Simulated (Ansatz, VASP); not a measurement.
This is a calculation of AlCd for Ansatz 0.2.0.

Contents of input.yaml:

```yaml
crystal:
  lattice:
    - [1.89469418, 1.09390219, 3.14438195]
    - [-1.89469418, 1.09390219, 3.14438195]
    - [0.0, -2.18780439, 3.14438195]
  atoms:
    - { symbol: Al, position: [0.5, 0.5, 0.5] }
    - { symbol: Cd, position: [0.0, 0.0, 0.0] }
kpoints:
  mp_grid: { grid: [9, 9, 9] }
scf:
  occupations: { method: fermi_dirac, width: 0.05 }
hamiltonian:
  xc: pbe
  pseudopotentials: { kind: all_electron, lapw: { basis_error: 0.001 } }
output:
  forces: true
  stress: true
  eigenvalues: true
  populations: true
```

Potentials or basis: all-electron LAPW, scalar-relativistic.

Launch:

```console
$ ansatz run input.yaml --threads 1 --pin off --max-ram 3072MiB --backend cpu --events-out ev --progress --plain --runs-dir out
```

Question: Translate it to VASP 6.6.1. Potentials there: VASP PAW PBE potentials, release 64 (Al, Cd).

Answer: As run (the cutoff follows the program's own potentials):

File INCAR:

```
PREC = Accurate
ENCUT = 520
EDIFF = 1E-7
ISMEAR = -1
SIGMA = 0.05
LREAL = F
LASPH = T
NELM = 60
ALGO = Normal
ISIF = 2
LWAVE = F
LCHARG = T
GGA = PE
LELF = T
LVHAR = T
NBANDS = 14
```

File KPOINTS:

```
Automatic mesh
0
Gamma
  9 9 9
```

File POSCAR:

```
AlCd
1.0
    1.8946941800      1.0939021900      3.1443819500
   -1.8946941800      1.0939021900      3.1443819500
    0.0000000000     -2.1878043900      3.1443819500
Al Cd
1 1
Direct
    0.5000000000      0.5000000000      0.5000000000
    0.0000000000      0.0000000000      0.0000000000
```

Potentials or basis: VASP PAW PBE potentials, release 64 (Al, Cd).

Run with:

```bash
$ cat potpaw_PBE.64/Al/POTCAR potpaw_PBE.64/Cd/POTCAR > POTCAR
$ mpirun -np 1 vasp_std > vasp.out
```

Both were run:

|  | VASP | Ansatz | Ansatz less VASP |
| --- | --- | --- | --- |
| gap on the k mesh at the Fermi level (eV) | none | none | - |
| pressure (GPa) | 11.1 | 10.9 | -0.22 |
| traceless stress, the component that is largest in VASP (GPa) | -0.15 | -0.11 | +0.037 |

A gap of «none» marks a metal or a gap that the smearing closes. Ansatz ran all-electron here, and VASP with PAW potentials.
